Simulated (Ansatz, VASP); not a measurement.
**One calculation of Ru, two programs**

```
Ru
1.0
     2.70463    0.00000    0.00000
    -1.35231    2.34228    0.00000
     0.00000    0.00000    4.25988
Ru
2
Direct
  0.33333 0.66667 0.25000
  0.66667 0.33333 0.75000
```

Alike in both runs: functional r2SCAN; k mesh 20 × 20 × 12; occupations fermi-dirac, width 0.05 eV; no spin polarisation.

Ansatz relaxed the structure, and its values are those at the end. VASP's run is a single point on that final structure, the one shown.

|  | VASP | Ansatz |
| --- | --- | --- |
| version | VASP 6.6.1 | Ansatz 0.2.0 |
| potentials or method | VASP PAW PBE potentials, release 64 (Ru_pv) | PAW with Ansatz's default frozen-core files, scalar-relativistic |
| plane-wave cutoff (eV) | 550 | 500 |
| valence electrons in the cell | 28 | 32 |

|  | VASP | Ansatz | Ansatz less VASP |
| --- | --- | --- | --- |
| pressure (GPa) | 1.5 | 0.0 | -1.53 |

VASP's potentials were made for PBE, not for r2SCAN. With one functional, cell and mesh, what is left measures potentials, basis and numerics. VASP's potentials hold 28 valence electrons a cell and Ansatz's 32, so a difference there can come from the potentials and not from the codes.
